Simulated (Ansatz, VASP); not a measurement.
# One calculation of NbIn2S3, two programs

```
Nb In S
1.0
     3.37438    0.00000    0.00000
     0.00000    3.37438    0.00000
     0.00000    0.00000   11.06213
Nb In S
1 2 3
Direct
  0.00000 0.00000 0.56882
  0.50000 0.50000 0.75226
  0.00000 0.00000 0.23277
  0.50000 0.00000 0.98594
  0.00000 0.50000 0.98594
  0.50000 0.50000 0.47427
```

Change from the starting cell: species swapped into the Zr2As3S type (P4mm, No. 99).

Alike in both runs: functional PBE; k mesh 6 × 6 × 2; occupations gaussian, width 0.1 eV; no spin polarisation.

Ansatz relaxed the structure, and its values are those at the end. VASP's run is a single point on that final structure, the one shown.

|  | VASP | Ansatz |
| --- | --- | --- |
| version | VASP 6.6.1 | Ansatz 0.2.0 |
| potentials or method | VASP PAW PBE potentials, release 64 (Nb_sv, In_d, S), cutoff 520 eV | scalar-relativistic, plane waves, PAW |
| valence electrons in the cell | 57 | 57 |

Ansatz gave:

```
gap on the k mesh at the Fermi level (eV) : none
pressure (GPa)                            : -0.1
rms of the force components (eV/Å)        : 0.009
```

Task: Which values does VASP return?

Result: gap on the k mesh at the Fermi level (eV): none; pressure (GPa): -0.3; rms of the force components (eV/Å): 0.010.

A gap of «none» marks a metal or a gap that the smearing closes.
